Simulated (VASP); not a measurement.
# Ni (P6_3/mmc) in VASP: notebook, part 2 of 3

VASP 6.6.1. The steps go on from the part before.

## Step 3: Single point, PBEsol (volume scaled by 1.08)

INCAR

```
SYSTEM = Ni
  PREC = Accurate
  ENCUT = 520
  EDIFF = 1E-6
  ISMEAR = -1
  SIGMA = 0.1
  LREAL = .False.
  LASPH = .True.
  NELM = 100
  ALGO = Normal
  ISIF = 2
  LWAVE = .False.
  LCHARG = .False.
  GGA = PS
  NBANDS = 17
```

KPOINTS

```
Automatic mesh
0
Gamma
  17 17 9
  0 0 0
```

POSCAR

```
Ni
1.0
    2.5069623528      0.0000000000      0.0000000000
   -1.2534811764      2.1710930838      0.0000000000
    0.0000000000      0.0000000000      4.1219279736
Ni
2
Direct
    0.3333333333      0.6666666667      0.2500000000
    0.6666666667      0.3333333333      0.7500000000
```

Potentials or basis: VASP PAW PBE potentials, release 64 (Ni).

The run is started by

```bash
$ cat potpaw_PBE.64/Ni/POTCAR > POTCAR
$ mpirun -np 1 vasp_std > vasp.out
```

OUTCAR:

```text
SYSTEM = Ni
   PREC = Accurate
   ENCUT = 520
   EDIFF = 1E-6
   ISMEAR = -1
   LREAL = .False.
   LASPH = .True.
   NELM = 100
   ISIF = 2
   GGA = PS

 ion  position               nearest neighbor table
   1  0.333  0.667  0.250-   2 2.52   2 2.52   2 2.52   2 2.52   2 2.52   2 2.52
   2  0.667  0.333  0.750-   1 2.52   1 2.52   1 2.52   1 2.52   1 2.52   1 2.52

  LATTYP: Found a hexagonal cell.
 ALAT       =     2.5069623528
 C/A-ratio  =     1.6441922109

  Lattice vectors:

 A1 = (   2.5069623528,   0.0000000000,   0.0000000000)
 A2 = (  -1.2534811764,   2.1710930838,   0.0000000000)
 A3 = (   0.0000000000,   0.0000000000,   4.1219279736)

Analysis of symmetry for initial positions (statically):
=====================================================================
 Subroutine PRICEL returns:
 Original cell was already a primitive cell.

 Routine SETGRP: Setting up the symmetry group for a
 hexagonal supercell.

 Subroutine GETGRP returns: Found 24 space group operations
 (whereof 12 operations were pure point group operations)
 out of a pool of 24 trial point group operations.

The static configuration has the point symmetry D_3d.
 The point group associated with its full space group is D_6h.

Analysis of symmetry for dynamics (positions and initial velocities):
=====================================================================
 Subroutine PRICEL returns:
 Original cell was already a primitive cell.

 Routine SETGRP: Setting up the symmetry group for a
 hexagonal supercell.

 Subroutine GETGRP returns: Found 24 space group operations
 (whereof 12 operations were pure point group operations)
 out of a pool of 24 trial point group operations.

[... 107 lines left out ...]
   ISIF   =      2    stress and relaxation
   ISYM   =      2    0-nonsym 1-usesym 2-fastsym
   POTIM  = 0.5000    time-step for ionic-motion
   TEBEG  =    0.0;   TEEND  =   0.0 temperature during run
   PSTRESS=    0.0 pullay stress
   NELECT =      20.0000    total number of electrons
   NUPDOWN=      -1.0000    fix difference up-down
   EMIN   =  10.00;   EMAX   =-10.00  energy-range for DOS
   EFERMI =   0.00;   METHOD = LEGACY
   ISMEAR =    -1;   SIGMA  =   0.10  broadening in eV -4-tet -1-fermi 0-gaus
   EFERMI_NEDOS =   21; number of points for ismear=-14 and -15
   IALGO  =     38    algorithm
   IMIX   =      4    mixing-type and parameters
     AMIX     =   0.40;   BMIX     =  1.00
     AMIX_MAG =   1.60;   BMIX_MAG =  1.00
  volume/ion in A,a.u.               =      11.22        75.70
  Fermi-wavevector in a.u.,A,eV,Ry     =   1.575588  2.977429 33.776149  2.482477
  Thomas-Fermi vector in A             =   2.676549
   LORBIT       =      0    0 simple, 1 ext, 2 COOP (PROOUT), +10 PAW based schemes
   GGA     = PS    functional components
   LHFCALC =     F    Hartree Fock is set to
   AEXX    =    0.0000 exact exchange contribution
   IVDW    =     0    specifies the selected vdW correction
   LEPSILON=     F    determine dielectric tensor
   LRPA    =     F    only Hartree local field effects (RPA)
 non-spin polarized calculation
  energy-cutoff  :      520.00
  volume of cell :       22.44
 maximum number of plane-waves:       618
 NGX is ok and might be reduce to    20
   NGX =  9   NGY =  9   NGZ = 15

 number of electron      20.0000012 magnetization

 Free energy of the ion-electron system (eV)
  ---------------------------------------------------
  ext. energy  EPLUGINS =         0.00000000
  ---------------------------------------------------
  free energy    TOTEN  =       -12.14173649 eV

  energy without entropy =      -11.94817044  energy(sigma->0) =      -12.04495347

 E-fermi :   8.6174     XC(G=0): -13.2518

 val. band max:        8.6161218306   @ k =   0.3529   0.1176   0.2222
 cond. band min:       8.6189010607   @ k =   0.4118   0.0000   0.1111
 fundamental gap:      0.0027792301
 Fermi energy:         8.6174034969

 k-point     1 :       0.0000    0.0000    0.0000
  band No.  band energies     occupation
      1      -0.0909      2.00000
      2       4.3003      2.00000
      3       6.7846      2.00000
      4       6.8736      2.00000
      5       6.8736      2.00000
      6       7.1345      2.00000
[... 457 lines left out ...]
      4       5.8789      2.00000
      5       6.7893      2.00000
      6       6.8492      2.00000
[... 9 lines left out ...]
     16      28.2093      0.00000
     17      28.5670      0.00000

 [... further k-points ...]
[... 5 lines left out ...]
  --------------------------------------------------------------------------------------
  -------------------------------------------------------------------------------------
  Total       -2.0166484     -2.0166484     -2.0309174      0.0000000      0.0000000      0.0000000
  in kB     -144.0171145   -144.0171145   -145.0361286      0.0000000      0.0000000      0.0000000
  external PRESSURE =    -144.3567859 kB  Pullay stress =       0.0000000 kB

 VOLUME and BASIS-vectors are now :
 -----------------------------------------------------------------------------
  energy-cutoff  :      520.00
  volume of cell :       22.44
      direct lattice vectors                 reciprocal lattice vectors
     2.506962353  0.000000000  0.000000000     0.398889117  0.230298739  0.000000000
    -1.253481176  2.171093084  0.000000000     0.000000000  0.460597479  0.000000000
     0.000000000  0.000000000  4.121927974     0.000000000  0.000000000  0.242604918

 POSITION                                       TOTAL-FORCE (eV/Angst)
 -----------------------------------------------------------------------------------
     -0.00000      1.44740      1.03048         0.000000      0.000000      0.000000
      1.25348      0.72370      3.09145        -0.000000      0.000000      0.000000
 -----------------------------------------------------------------------------------
    total drift:                               -0.000000      0.000000     -0.000000

  FREE ENERGIE OF THE ION-ELECTRON SYSTEM (eV)
  ---------------------------------------------------
  free  energy   TOTEN  =       -12.1417364941 eV

  energy  without entropy=      -11.9481704434  energy(sigma->0) =      -12.04495347
```

OSZICAR:

```text
N       E                     dE             d eps       ncg     rms          rms(c)
DAV:   1     0.850417448022E+02    0.85042E+02   -0.96771E+03  5826   0.169E+03
DAV:   2    -0.117200368436E+02   -0.96762E+02   -0.91186E+02  5622   0.251E+02
DAV:   3    -0.145518139775E+02   -0.28318E+01   -0.27699E+01  6414   0.575E+01
DAV:   4    -0.145840026519E+02   -0.32189E-01   -0.32175E-01  7201   0.520E+00
DAV:   5    -0.145846494447E+02   -0.64679E-03   -0.64676E-03  6509   0.673E-01    0.144E+01
DAV:   6    -0.130601834510E+02    0.15245E+01   -0.12988E+01  5785   0.784E+01    0.927E+00
DAV:   7    -0.121772196860E+02    0.88296E+00   -0.28644E+00  5900   0.330E+01    0.209E+00
DAV:   8    -0.121468205455E+02    0.30399E-01   -0.16144E-02  8638   0.181E+00    0.695E-01
DAV:   9    -0.121417484514E+02    0.50721E-02   -0.11041E-03  8595   0.462E-01    0.555E-02
DAV:  10    -0.121417313375E+02    0.17114E-04   -0.77591E-05  5974   0.881E-02    0.451E-02
DAV:  11    -0.121417364593E+02   -0.51218E-05   -0.56285E-06  7433   0.242E-02    0.258E-03
DAV:  12    -0.121417364941E+02   -0.34870E-07   -0.59607E-07  3916   0.736E-03
   1 F= -.12141736E+02 E0= -.12044953E+02  d E =-.193566E+00
```

It took 31 s on 1 thread of Intel Xeon Platinum 8488C (Sapphire Rapids), shared host; peak memory 0.17 GiB.

Results:

- Free energy: -12.1417 eV
- Pressure: -14.4 GPa
- Band gap on the k mesh: zero (band 10 reaches 8.69 eV, above the bottom of band 11 at 8.23 eV)

Stress tensor (GPa, compression positive):
```
-14.40   0.00   0.00
  0.00 -14.40   0.00
  0.00   0.00 -14.50
```

Caveat: the cell differs from its parent crystal (volume scaled by 1.08); the PAW data sets were made with another functional, which shifts forces and pressure a little; the run has no spin polarisation, though such a crystal can be magnetic.

## Step 4: Single point, PBEsol (volume scaled by 1.12)

INCAR

```
PREC = Accurate
ENCUT = 520
EDIFF = 1E-6
ISMEAR = -1
SIGMA = 0.1
LREAL = False
LASPH = True
NELM = 60
ALGO = Normal
ISIF = 2
LWAVE = False
LCHARG = False
GGA = PS
NBANDS = 17
```

KPOINTS

```
regular mesh
0
Gamma
  17 17 9
```

POSCAR

```
Ni
1.0
    2.5375380778      0.0000000000      0.0000000000
   -1.2687690389      2.1975724384      0.0000000000
    0.0000000000      0.0000000000      4.1722003425
Ni
2
Direct
    0.3333333333      0.6666666667      0.2500000000
    0.6666666667      0.3333333333      0.7500000000
```

Potentials or basis: VASP PAW PBE potentials, release 64 (Ni).

The run is started by

```bash
$ cat potpaw_PBE.64/Ni/POTCAR > POTCAR
$ mpirun -np 1 vasp_std > vasp.out
```

OUTCAR:

```text
PREC = Accurate
   ENCUT = 520
   EDIFF = 1E-6
   ISMEAR = -1
   LREAL = False
   LASPH = True
   NELM = 60
   ISIF = 2
   GGA = PS

 ion  position               nearest neighbor table
   1  0.333  0.667  0.250-   2 2.55   2 2.55   2 2.55   2 2.55   2 2.55   2 2.55
   2  0.667  0.333  0.750-   1 2.55   1 2.55   1 2.55   1 2.55   1 2.55   1 2.55

  LATTYP: Found a hexagonal cell.
 ALAT       =     2.5375380778
 C/A-ratio  =     1.6441922109

  Lattice vectors:

 A1 = (   2.5375380778,   0.0000000000,   0.0000000000)
 A2 = (  -1.2687690389,   2.1975724384,   0.0000000000)
 A3 = (   0.0000000000,   0.0000000000,   4.1722003425)

Analysis of symmetry for initial positions (statically):
=====================================================================
 Subroutine PRICEL returns:
 Original cell was already a primitive cell.

 Routine SETGRP: Setting up the symmetry group for a
 hexagonal supercell.

 Subroutine GETGRP returns: Found 24 space group operations
 (whereof 12 operations were pure point group operations)
 out of a pool of 24 trial point group operations.

[... 158 lines left out ...]
  ext. energy  EPLUGINS =         0.00000000
  ---------------------------------------------------
  free energy    TOTEN  =       -12.05340267 eV

  energy without entropy =      -11.85494546  energy(sigma->0) =      -11.95417407

 E-fermi :   8.1275     XC(G=0): -13.0395

 val. band max:        8.1256672903   @ k =   0.4118   0.0000   0.0000
 cond. band min:       8.1280360550   @ k =   0.4706   0.0000   0.4444
 fundamental gap:      0.0023687646
 Fermi energy:         8.1275028525

 k-point     1 :       0.0000    0.0000    0.0000
  band No.  band energies     occupation
      1      -0.3321      2.00000
      2       4.0033      2.00000
      3       6.3879      2.00000
      4       6.4735      2.00000
      5       6.4735      2.00000
      6       6.7195      2.00000
[... 457 lines left out ...]
      4       5.5335      2.00000
      5       6.3950      2.00000
      6       6.4489      2.00000
[... 9 lines left out ...]
     16      27.3844      0.00000
     17      27.6289      0.00000

 [... further k-points ...]
[... 5 lines left out ...]
  --------------------------------------------------------------------------------------
  -------------------------------------------------------------------------------------
  Total       -2.8171681     -2.8171681     -2.8347114      0.0000000      0.0000000      0.0000000
  in kB     -194.0003096   -194.0003096   -195.2084042      0.0000000      0.0000000      0.0000000
  external PRESSURE =    -194.4030078 kB  Pullay stress =       0.0000000 kB

 VOLUME and BASIS-vectors are now :
 -----------------------------------------------------------------------------
  energy-cutoff  :      520.00
  volume of cell :       23.27
      direct lattice vectors                 reciprocal lattice vectors
     2.537538078  0.000000000  0.000000000     0.394082756  0.227523785  0.000000000
    -1.268769039  2.197572438  0.000000000     0.000000000  0.455047571  0.000000000
     0.000000000  0.000000000  4.172200343     0.000000000  0.000000000  0.239681683

 POSITION                                       TOTAL-FORCE (eV/Angst)
 -----------------------------------------------------------------------------------
     -0.00000      1.46505      1.04305        -0.000000      0.000000      0.000000
      1.26877      0.73252      3.12915         0.000000      0.000000      0.000000
 -----------------------------------------------------------------------------------
    total drift:                               -0.000000      0.000000     -0.000000

  FREE ENERGIE OF THE ION-ELECTRON SYSTEM (eV)
  ---------------------------------------------------
  free  energy   TOTEN  =       -12.0534026687 eV

  energy  without entropy=      -11.8549454622  energy(sigma->0) =      -11.95417407
```

OSZICAR:

```text
N       E                     dE             d eps       ncg     rms          rms(c)
DAV:   1     0.846940340184E+02    0.84694E+02   -0.97268E+03  5826   0.168E+03
DAV:   2    -0.116096697635E+02   -0.96304E+02   -0.90816E+02  5612   0.249E+02
DAV:   3    -0.144526083030E+02   -0.28429E+01   -0.27684E+01  6308   0.572E+01
DAV:   4    -0.144859946134E+02   -0.33386E-01   -0.33370E-01  7138   0.527E+00
DAV:   5    -0.144866154756E+02   -0.62086E-03   -0.62084E-03  6534   0.642E-01    0.140E+01
DAV:   6    -0.130797429839E+02    0.14069E+01   -0.13689E+01  5788   0.796E+01    0.983E+00
DAV:   7    -0.120850237187E+02    0.99472E+00   -0.31581E+00  5896   0.341E+01    0.189E+00
DAV:   8    -0.120586356393E+02    0.26388E-01   -0.16773E-02  8497   0.158E+00    0.664E-01
DAV:   9    -0.120534038637E+02    0.52318E-02   -0.11464E-03  8709   0.505E-01    0.626E-02
DAV:  10    -0.120533968903E+02    0.69734E-05   -0.88350E-05  5911   0.946E-02    0.491E-02
DAV:  11    -0.120534026500E+02   -0.57597E-05   -0.53998E-06  7210   0.233E-02    0.255E-03
DAV:  12    -0.120534026687E+02   -0.18705E-07   -0.55418E-07  3696   0.702E-03
   1 F= -.12053403E+02 E0= -.11954174E+02  d E =-.198457E+00
```

It took 31 s on 1 thread of Intel Xeon Platinum 8488C (Sapphire Rapids), shared host; peak memory 0.17 GiB.

What came out:

```
Free energy            : -12.0534 eV
Pressure               : -19.4 GPa
Band gap on the k mesh : zero (band 10 reaches 8.19 eV, above the bottom of band 11 at 7.76 eV)
```

Levels at points of the mesh, in eV from the Fermi level:
```csv
k point,band 7,band 8,band 9,band 10,band 11,band 12,band 13,band 14
"(0.00, 0.00, 0.00)",-1.41,-1.02,-1.02,-0.16,-0.16,-0.15,5.46,22.16
```

Caveat: the cell differs from its parent crystal (volume scaled by 1.12); the PAW data sets were made with another functional, which shifts forces and pressure a little; the run has no spin polarisation, though such a crystal can be magnetic. Spin polarisation is off, so any magnetic state and its effect on volume and gap are missing.

## Step 5: Relaxation of cell and atoms, PBEsol

This run uses another cell than the first one, of 10.94 Å³/atom, 1.013 times its volume.

INCAR

```
PREC = Accurate
ENCUT = 600
EDIFF = 1E-6
ISMEAR = -1
SIGMA = 0.1
LREAL = False
LASPH = True
NELM = 60
ALGO = Normal
ISIF = 3
LWAVE = False
LCHARG = False
GGA = PS
IBRION = 2
NSW = 80
EDIFFG = -0.01
```

KPOINTS

```
regular mesh
0
Gamma
  14 14 8
```

POSCAR

```
Ni
1.0
    2.4917559660      0.0000000000      0.0000000000
   -1.2458779830      2.1579239666      0.0000000000
    0.0000000000      0.0000000000      4.0690374925
Ni
2
Direct
    0.3333333333      0.6666666667      0.2500000000
    0.6666666667      0.3333333333      0.7500000000
```

The run is started by

```bash
$ cat potpaw_PBE.64/Ni/POTCAR > POTCAR
$ mpirun -np 1 vasp_std > vasp.out
```

Run time: 2.1 min. Hardware: 1 thread of Intel Xeon Platinum 8488C (Sapphire Rapids), shared host; peak memory 0.17 GiB.

It converged, with:

```
Free energy                            : -12.2230 eV
Relaxed volume                         : 10.38 Å³/atom
Relaxed cell                           : a = 2.443 Å, b = 2.443 Å, c = 4.016 Å, α = 90.00°, β = 90.00°, γ = 120.00°
Space group after relaxing (to 0.05 Å) : P6_3/mmc (No. 194)
Energy gained by relaxing              : 19.3 meV/atom
Ionic steps                            : 12
Pressure after relaxing                : 0.0 GPa
Band gap on the k mesh                 : zero (band 10 reaches 9.82 eV, above the bottom of band 11 at 9.24 eV)
```

The path:
```
step  energy change (eV)  largest force (eV/Å)  pressure (GPa)  volume (Å³)
   1              0.0000                0.0000          -10.40        21.88
   2              0.0039                0.0000           13.59        19.71
   3             -0.0383                0.0000           -0.07        20.77
   4             -0.0383                0.0000            0.18        20.75
   5             -0.0385                0.0000            0.23        20.75
   6             -0.0385                0.0000            0.20        20.75
   7             -0.0385                0.0000            0.20        20.75
   8             -0.0385                0.0000            0.21        20.75
   9             -0.0385                0.0000            0.15        20.75
  10             -0.0385                0.0000            0.17        20.75
  11             -0.0385                0.0000           -0.17        20.78
  12             -0.0386                0.0000           -0.03        20.77
```

Final structure:
```
Ni
1.0
     2.44337    0.00000    0.00000
    -1.22168    2.11602    0.00000
     0.00000    0.00000    4.01648
Ni
2
Direct
  0.33333 0.66667 0.25000
  0.66667 0.33333 0.75000
```

Levels at points of the mesh, in eV from the Fermi level:
```csv
k point,band 8,band 9,band 10,band 11,band 12,band 13
"(0.00, 0.00, 0.00)",-1.20,-1.20,-0.38,-0.17,-0.17,6.25
"(0.50, 0.00, 0.00)",-0.04,0.02,0.09,1.61,3.54,9.79
"(0.00, 0.00, 0.50)",-1.99,-0.48,-0.48,-0.48,-0.48,14.92
"(0.50, 0.00, 0.50)",-0.55,0.04,0.04,1.67,1.67,7.44
```

Caveat: the PAW data sets were made with another functional, which shifts forces and pressure a little; the run has no spin polarisation, though such a crystal can be magnetic.

[end of part 2 of 3]
